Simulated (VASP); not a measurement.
Here is a VASP 6.6.1 calculation.

INCAR

```
SYSTEM = GaN
PREC = Accurate
ENCUT = 600
EDIFF = 1E-6
ISMEAR = -1
SIGMA = 0.05
LREAL = .FALSE.
LASPH = .TRUE.
NELM = 60
ALGO = Normal
ISIF = 3
LWAVE = .FALSE.
LCHARG = .FALSE.
GGA = RP
IVDW = 12
IBRION = 2
NSW = 60
EDIFFG = -0.01
```

KPOINTS

```
regular mesh
0
G
  10 10 10
  0 0 0
```

POSCAR

```
GaN
1.0
    0.0000000000      2.2535006075      2.2535006075
    2.2535006075      0.0000000000      2.2535006075
    2.2535006075      2.2535006075      0.0000000000
Ga N
1 1
Direct
    0.0000000000      0.0000000000      0.0000000000
    0.2500000000      0.2500000000      0.2500000000
```

Potentials or basis: VASP PAW PBE potentials, release 64 (Ga_d, N).

Launch:

```bash
$ cat potpaw_PBE.64/Ga_d/POTCAR potpaw_PBE.64/N/POTCAR > POTCAR
$ mpirun -np 1 vasp_std > vasp.out
```

(1) Estimate the band gap on the k mesh.

(2) Estimate the space group after relaxing (to 0.05 Å).

(3) What does it give for the relaxed volume?

(4) Estimate the dispersion energy per atom.

Answers

(1) 2.14 eV, direct.

(2) F-43m (No. 216).

(3) 10.82 Å³/atom.

(4) -1.206 eV.

Caveat: the PAW data sets were made with another functional, which shifts forces and pressure a little.
